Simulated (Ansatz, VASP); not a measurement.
One calculation of AlN, two programs

The input INCAR:

```
SYSTEM = AlN
PREC = Accurate
ENCUT = 520
EDIFF = 1E-7
ISMEAR = 0
SIGMA = 0.05
LREAL = .False.
LASPH = .True.
NELM = 100
ALGO = Normal
ISIF = 2
LWAVE = .False.
LCHARG = .True.
GGA = PS
LELF = .True.
LVHAR = .True.
NBANDS = 11
```

The input KPOINTS:

```
regular mesh
0
Gamma
  10 10 10
  0 0 0
```

POSCAR

```
AlN
1.0
    0.0000000000      2.0354507106      2.2652596618
    2.2652596618      0.0000000000      2.2652596618
    2.2652596618      2.0354507106      0.0000000000
Al N
1 1
Direct
   -0.0022533278      0.0022533278      0.0022533278
    0.7543405620      0.7456594380      0.7456594380
```

Input for Ansatz:

```yaml
crystal:
  lattice:
    - [0.0, 2.0354507106, 2.2652596618]
    - [2.2652596618, 0.0, 2.2652596618]
    - [2.2652596618, 2.0354507106, 0.0]
  atoms:
    - { symbol: Al, position: [-0.0022533278, 0.0022533278, 0.0022533278] }
    - { symbol: "N", position: [0.754340562, 0.745659438, 0.745659438] }
basis:
  ecutwfc: 520.0
kpoints:
  mp_grid: { grid: [10, 10, 10] }
hamiltonian:
  xc: pbesol
  pseudopotentials: { kind: paw, azcp: { folder: soft_1 } }
scf:
  occupations: { method: gaussian, width: 0.05 }
output:
  forces: true
  stress: true
  eigenvalues: true
```

Change from the starting cell: mode 4 frozen in at -0.019 Å, strain +e along z and -e/2 along x and y -0.0700.

Alike in both runs: task single point; functional PBEsol; k mesh 10 × 10 × 10; occupations gaussian, width 0.05 eV; no spin polarisation.

```csv
,VASP,Ansatz
version,VASP 6.6.1,Ansatz 0.2.0
potentials or method,"VASP PAW PBE potentials, release 64 (Al, N), cutoff 520 eV","scalar-relativistic, plane waves, PAW"
valence electrons in the cell,8,8
```

```csv
,VASP,Ansatz,Ansatz less VASP
gap on the k mesh at the Fermi level (eV),2.70,2.71,+0.009
least direct gap on the mesh (eV),3.80,3.78,-0.015
pressure (GPa),-0.1,-0.1,-0.01
"traceless stress, the component that is largest in VASP (GPa)",6.41,6.40,-0.010
rms of the force components (eV/Å),0.256,0.254,-0.0020
```

VASP's potentials were made for PBE, not for PBEsol, and Ansatz warns of the same on its side. Atom by atom the forces differ by 0.002 eV/Å (rms over components).
